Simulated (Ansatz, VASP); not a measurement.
# Two plane-wave programs on CrNCl

File INCAR:

```
SYSTEM = CrNCl
ALGO = Normal
EDIFF = 1E-6
ENCUT = 520
GGA = PE
ISIF = 2
ISMEAR = 0
ISPIN = 2
LASPH = .TRUE.
LCHARG = .FALSE.
LMAXMIX = 4
LORBIT = 11
LREAL = .FALSE.
LWAVE = .FALSE.
MAGMOM = 3 0 0
NBANDS = 23
NELM = 150
PREC = Accurate
SIGMA = 0.1
```

KPOINTS

```
k-points
0
G
  6 6 6
  0 0 0
```

Contents of POSCAR:

```
CrNCl
1.0
    3.7779928800      0.0000000000      0.0000000000
   -1.8889964400      3.2718378100      0.0000000000
    0.0000000000      0.0000000000      3.7040724900
Cr N Cl
1 1 1
Direct
    0.3333333300      0.6666666700      0.5000000000
    0.0000000000      0.0000000000      0.5000000000
    0.6666666700      0.3333333300      0.0000000000
```

Input for Ansatz:

```yaml
crystal:
  lattice:
    - [3.77799288, 0.0, 0.0]
    - [-1.88899644, 3.27183781, 0.0]
    - [0.0, 0.0, 3.70407249]
  atoms:
    - { symbol: Cr, position: [0.33333333, 0.66666667, 0.5], spin: 3.0 }
    - { symbol: "N", position: [0.0, 0.0, 0.5] }
    - { symbol: Cl, position: [0.66666667, 0.33333333, 0.0] }
basis:
  ecutwfc: 420
kpoints:
  mp_grid: { grid: [6, 6, 6] }
hamiltonian:
  xc: pbe
scf:
  occupations: { method: gaussian, width: 0.1 }
  lower_state_search: "off"
output:
  forces: true
  stress: true
  eigenvalues: true
  populations: true
magnetization:
  spin_polarized: true
```

Change from the starting cell: species swapped into the CeNiAs type (P-6m2, No. 187).

Alike in both runs: task single point; functional PBE; k mesh 6 × 6 × 6; occupations gaussian, width 0.1 eV; collinear spin.

|  | VASP | Ansatz |
| --- | --- | --- |
| version | VASP 6.6.1 | Ansatz 0.2.0 |
| potentials or method | VASP PAW PBE potentials, release 64 (Cr_pv, N, Cl), cutoff 520 eV | scalar-relativistic, plane waves, PAW |
| valence electrons in the cell | 24 | 26 |

Ansatz gave:

* gap on the k mesh at the Fermi level (eV): none
* pressure (GPa): -11.7
* traceless stress, the component that is largest in VASP (GPa): 18.75
* net moment per atom (μB): 0.67
* size of the moment on the site where the two differ most (μB): 2.81

Q: Which values does VASP return?

A: gap on the k mesh at the Fermi level (eV): none; pressure (GPa): -11.5; traceless stress, the component that is largest in VASP (GPa): 18.46; net moment per atom (μB): 0.67; size of the moment on the site where the two differ most (μB): 3.16.

Site moments also hang on the region over which each program counts them. A gap of «none» marks a metal or a gap that the smearing closes. VASP's potentials hold 24 valence electrons a cell and Ansatz's 26, so a difference there can come from the potentials and not from the codes.
